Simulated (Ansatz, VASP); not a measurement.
One calculation of Ir, two programs

INCAR

```
PREC = Accurate ; ENCUT = 560
EDIFF = 1E-6 ; ISMEAR = 0
SIGMA = 0.1 ; LREAL = F
LASPH = T ; NELM = 120
ALGO = Normal ; ISIF = 2
LWAVE = F ; LCHARG = T
LELF = T ; LVHAR = T
NBANDS = 14 ; GGA_COMPAT = F
```

Contents of KPOINTS:

```
Automatic mesh
0
Gamma
  8 8 8
```

Contents of POSCAR:

```
Ir
1.0
    0.0000000000      1.9156000000      1.9156000000
    1.9156000000      0.0000000000      1.9156000000
    1.9156000000      1.9156000000      0.0000000000
Ir
1
Direct
    0.0000000000      0.0000000000      0.0000000000
```

Input for Ansatz:

```yaml
crystal:
  lattice:
    - [0.0, 1.9156, 1.9156]
    - [1.9156, 0.0, 1.9156]
    - [1.9156, 1.9156, 0.0]
  atoms:
    - { symbol: Ir, position: [0.0, 0.0, 0.0] }
basis:
  ecutwfc: 420
kpoints:
  mp_grid: { grid: [8, 8, 8] }
hamiltonian:
  xc: lda
scf:
  occupations: { method: gaussian, width: 0.1 }
output:
  forces: true
  stress: true
  eigenvalues: true
```

Alike in both runs: task single point; functional LDA; k mesh 8 × 8 × 8; occupations gaussian, width 0.1 eV; no spin polarisation.

```csv
,VASP,Ansatz
version,VASP 6.6.1,Ansatz 0.2.0
potentials or method,"VASP PAW LDA potentials, release 64 (Ir_sv_GW), cutoff 560 eV","scalar-relativistic, plane waves, PAW"
valence electrons in the cell,17,17
```

Ansatz gave:

| Item | Value |
| --- | --- |
| gap on the k mesh at the Fermi level (eV) | none |
| pressure (GPa) | -4.7 |

What did VASP give for the same quantities?

gap on the k mesh at the Fermi level (eV): none; pressure (GPa): -5.1.

LDA's correlation is that of Perdew and Zunger in VASP and of Perdew and Wang (1992) in Ansatz. A gap of «none» marks a metal or a gap that the smearing closes.

Neither program's run includes spin-orbit coupling.
